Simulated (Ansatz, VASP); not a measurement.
GaSi3S2: VASP beside Ansatz

The input INCAR:

```
SYSTEM = GaSi3S2
PREC = Accurate
ENCUT = 520
EDIFF = 1E-6
ISMEAR = 0
SIGMA = 0.1
LREAL = .False.
LASPH = .True.
NELM = 60
ALGO = Normal
ISIF = 2
LWAVE = .False.
LCHARG = .False.
GGA = PE
NBANDS = 28
```

Contents of KPOINTS:

```
regular mesh
0
Gamma
  4 4 4
  0 0 0
```

POSCAR

```
GaSi3S2
1.0
    2.1877922300     -4.5510609400      0.0000000000
    2.1877922300      4.5510609400      0.0000000000
    0.0000000000      0.0000000000      6.2280291600
Ga Si S
1 3 2
Direct
    0.5000000000      0.5000000000      0.5000000000
    0.0000000000      0.0000000000      0.5000000000
    0.0000000000      0.5000000000      0.5000000000
    0.5000000000      0.0000000000      0.5000000000
    0.7367550400      0.2632449600      0.0000000000
    0.2632449600      0.7367550400      0.0000000000
```

Input for Ansatz:

```yaml
crystal:
  lattice:
    - [2.18779223, -4.55106094, 0.0]
    - [2.18779223, 4.55106094, 0.0]
    - [0.0, 0.0, 6.22802916]
  atoms:
    - { symbol: Ga, position: [0.5, 0.5, 0.5] }
    - { symbol: Si, position: [0.0, 0.0, 0.5] }
    - { symbol: Si, position: [0.0, 0.5, 0.5] }
    - { symbol: Si, position: [0.5, 0.0, 0.5] }
    - { symbol: S, position: [0.73675504, 0.26324496, 0.0] }
    - { symbol: S, position: [0.26324496, 0.73675504, 0.0] }
basis:
  ecutwfc: 420
kpoints:
  mp_grid: { grid: [4, 4, 4] }
hamiltonian:
  xc: pbe
scf:
  occupations: { method: gaussian, width: 0.1 }
  lower_state_search: "off"
output:
  forces: true
  stress: true
  eigenvalues: true
```

Alike in both runs: task single point; functional PBE; k mesh 4 × 4 × 4; occupations gaussian, width 0.1 eV; no spin polarisation.

|  | VASP | Ansatz |
| --- | --- | --- |
| version | VASP 6.6.1 | Ansatz 0.2.0 |
| potentials or method | VASP PAW PBE potentials, release 64 (Ga_d, Si, S), cutoff 520 eV | scalar-relativistic, plane waves, PAW |
| valence electrons in the cell | 37 | 37 |

```tsv
	VASP	Ansatz	Ansatz less VASP
gap on the k mesh at the Fermi level (eV)	none	none	-
pressure (GPa)	9.3	9.5	+0.17
traceless stress, the component that is largest in VASP (GPa)	16.15	16.44	+0.291
rms of the force components (eV/Å)	0.412	0.404	-0.0084
```

Atom by atom the forces differ by 0.008 eV/Å (rms over components). A gap of «none» marks a metal or a gap that the smearing closes.

The k mesh is coarse, so the values compare programs but aren't converged.
